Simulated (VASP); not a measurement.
# InPd: relaxation of cell and atoms with LDA

Crystal: InPd.

```
In Pd
1.0
     3.27188    0.00000    0.00000
     0.00000    3.27188    0.00000
     0.00000    0.00000    3.27188
In Pd
1 1
Direct
  0.00000 0.00000 0.00000
  0.50000 0.50000 0.50000
```

```json
{"Program": "VASP 6.6.1", "Task": "relaxation of cell and atoms", "Functional": "LDA", "Potentials or basis": "VASP PAW LDA potentials, release 64 (In_d, Pd)", "Cutoff": "600 eV", "k mesh": "8 × 8 × 8", "Occupations": "fermi-dirac, width 0.05 eV", "Spin": "no spin polarisation", "Dipole correction": "no", "Further INCAR settings": "ALGO = Normal; EDIFF = 1e-06; IBRION = 2; EDIFFG = -0.01; NSW = 60; ISIF = 3"}
```

* Relaxed volume: 16.68 Å³/atom
* Relaxed cell: a = 3.219 Å, b = 3.219 Å, c = 3.219 Å, α = 90.00°, β = 90.00°, γ = 90.00°
* Space group after relaxing (to 0.05 Å): Pm-3m (No. 221)
* Energy gained by relaxing: 18.6 meV/atom
* Ionic steps: 3
* Pressure after relaxing: -0.1 GPa

The path:
```csv
step,energy change (eV),largest force (eV/Å),pressure (GPa),volume (Å³)
1,0.0000,0.0000,-6.66,35.03
2,0.0193,0.0000,10.29,31.46
3,-0.0371,0.0000,-0.06,33.35
```

Final structure:
```yaml
crystal:
  lattice:
    - [3.21887, 0.00000, 0.00000]
    - [0.00000, 3.21887, 0.00000]
    - [0.00000, 0.00000, 3.21887]
  atoms:
    - { symbol: In, position: [0.00000, 0.00000, 0.00000] }
    - { symbol: Pd, position: [0.50000, 0.50000, 0.50000] }
```

Levels at points of the mesh, in eV from the Fermi level:
```csv
k point,band 10,band 11,band 12,band 13,band 14,band 15
"(0.00, 0.00, 0.00)",-2.29,-2.29,4.31,4.31,4.31,10.01
"(0.50, 0.00, 0.00)",-3.38,-2.39,-1.05,9.99,9.99,10.25
"(0.50, 0.50, 0.00)",-2.44,-2.44,-1.66,1.75,2.70,9.76
"(0.50, 0.50, 0.50)",-1.62,0.05,3.97,3.97,3.97,4.69
```

It took 76 s on 1 thread of Intel(R) Xeon(R) Platinum 8259CL CPU @ 2.50GHz (Skylake/Cascade Lake), on a shared host, peak memory 0.16 GiB.

Caveat: spin-orbit coupling is left out, which moves the levels of the heavy elements.
